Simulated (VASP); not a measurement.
Runs of VASP 6.6.1 on Au. The structure is that of space group Fm-3m (No. 225), or close to it. The cells are those of the table. 

```tsv
cell	gap on the mesh (eV)	pressure (GPa)
a = 2.936, b = 2.936, c = 2.893 Å, angles 60.5, 60.5, 59.0°, 1 atom	none	-9.5
a = 2.894, b = 2.894, c = 2.806 Å, angles 61.0, 61.0, 58.0°, 1 atom	none	(a)
a = 2.850, b = 2.850, c = 2.806 Å, angles 60.5, 60.5, 59.0°, 1 atom	none	6.7
a = 2.806 Å, angles 60.0°, 1 atom	none	14.3
a = 2.936, b = 2.936, c = 2.980 Å, angles 59.5, 59.5, 61.0°, 1 atom	none	(b)
```

Alike in all rows: task single point; level LDA; potentials or basis VASP PAW LDA potentials, release 64 (Au); no spin polarisation; k mesh 20 × 20 × 20; cutoff (eV) 520; smearing gaussian 0.15 eV.

**Question.** Estimate the missing entries.

**Answer.** (a) 0.6; (b) -13.2.

Caveats: spin-orbit coupling is left out, which moves the levels of the heavy elements; the cell stands under tension (at least some runs); the cell stands under pressure (at least some runs).

A k mesh can miss the band edges, and the runs leave out spin-orbit coupling on Au.

A gap of «none» marks levels without a gap at the run's occupations.
